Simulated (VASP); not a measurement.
Write the native input for VASP 6.6.1 that does the following.

- Task: single point
- Functional: PBE
- Potentials or basis: VASP PAW PBE potentials, release 64 (Au)
- Cutoff: 520 eV
- k mesh: 14 × 14 × 8
- Occupations: fermi-dirac, width 0.03 eV
- Spin: no spin polarisation
- Dipole correction: no
- k mesh for the DOS: 21 × 21 × 12
- Occupations for the DOS: tetrahedron
- Further INCAR settings: ALGO = Normal; EDIFF = 1e-06

Au:

```
CELL_PARAMETERS angstrom
2.90000 0.00000 0.00000
-1.45000 2.51147 0.00000
0.00000 0.00000 4.88000
ATOMIC_POSITIONS crystal
Au 0.33333 0.66667 0.75000
Au 0.66667 0.33333 0.25000
```

This isn't the form of Au at room conditions, which is fcc.

These files were run (other wordings do the same):

POSCAR

```
Au
1.0
    2.8999984104      0.0000000000      0.0000000000
   -1.4499992052      2.5114722944      0.0000000000
    0.0000000000      0.0000000000      4.8800000000
Au
2
Direct
    0.3333333333      0.6666666667      0.7500000000
    0.6666666667      0.3333333333      0.2500000000
```

INCAR.step1

```
SYSTEM = Au
ALGO = Normal
EDIFF = 1E-6
ENCUT = 520
GGA = PE
ISIF = 2
ISMEAR = -1
LASPH = .TRUE.
LCHARG = .TRUE.
LMAXMIX = 4
LREAL = .FALSE.
LWAVE = .FALSE.
NBANDS = 18
NELM = 60
PREC = Accurate
SIGMA = 0.03
```

KPOINTS.step1

```
k-points
0
G
  14 14 8
  0 0 0
```

INCAR.step2

```
SYSTEM = Au
ALGO = Normal
EDIFF = 1E-6
ENCUT = 520
GGA = PE
ICHARG = 11
ISIF = 2
ISMEAR = -5
LASPH = .TRUE.
LCHARG = .FALSE.
LMAXMIX = 4
LORBIT = 11
LREAL = .FALSE.
LWAVE = .FALSE.
NEDOS = 2001
NELM = 60
PREC = Accurate
SIGMA = 0.03
```

KPOINTS.step2

```
k-points
0
G
  21 21 12
  0 0 0
```

Potentials or basis: VASP PAW PBE potentials, release 64 (Au).

Launch:

```console
$ cat potpaw_PBE.64/Au/POTCAR > POTCAR
$ cp INCAR.step1 INCAR
$ cp KPOINTS.step1 KPOINTS
$ mpirun -np 1 vasp_std > vasp.out
$ cp INCAR.step2 INCAR
$ cp KPOINTS.step2 KPOINTS
$ mpirun -np 1 vasp_std > vasp.out
```

It gave:

```json
{"Valence electrons inside the program's atomic spheres": "Au 9.61"}
```

Run time: 57 s on 1 thread of Intel(R) Xeon(R) Platinum 8488C (Sapphire Rapids) (shared host), peak memory 0.27 GiB.
